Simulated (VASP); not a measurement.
NbSi (rocksalt type), 2 atoms in the cell. The structure is cubic, space group Fm-3m (No. 225). The conventional cell has a = 5.113 Å, b = 5.113 Å, c = 5.113 Å, α = 90.00°, β = 90.00°, γ = 90.00°. Within 3.4 Å of Nb (site symmetry m-3m) lie 6 Si at 2.56 Å. Si (site symmetry m-3m) has 6 Nb at 2.56 Å within 3.4 Å. 

* Program: VASP 6.6.1
* Task: single point
* Functional: PBE
* Potentials or basis: VASP PAW PBE potentials, release 64 (Nb_sv, Si)
* Cutoff: 520 eV
* k mesh: 14 × 14 × 14
* Occupations: fermi-dirac, width 0.05 eV
* Spin: no spin polarisation
* Dipole correction: no
* Further INCAR settings: ALGO = Normal; EDIFF = 1e-06; NBANDS = 16

Potentials or basis: VASP PAW PBE potentials, release 64 (Nb_sv, Si).

Launch:

```bash
$ cat potpaw_PBE.64/Nb_sv/POTCAR potpaw_PBE.64/Si/POTCAR > POTCAR
$ mpirun -np 1 vasp_std > vasp.out
```

Hardware: 1 thread of Intel Xeon 8259CL, on a shared host.

Question: How long does it take, and how much memory?

Answer: It took 83 s on 1 thread of Intel Xeon 8259CL (shared host), peak memory 0.19 GiB. Counts: scf iterations 13, k points 104.
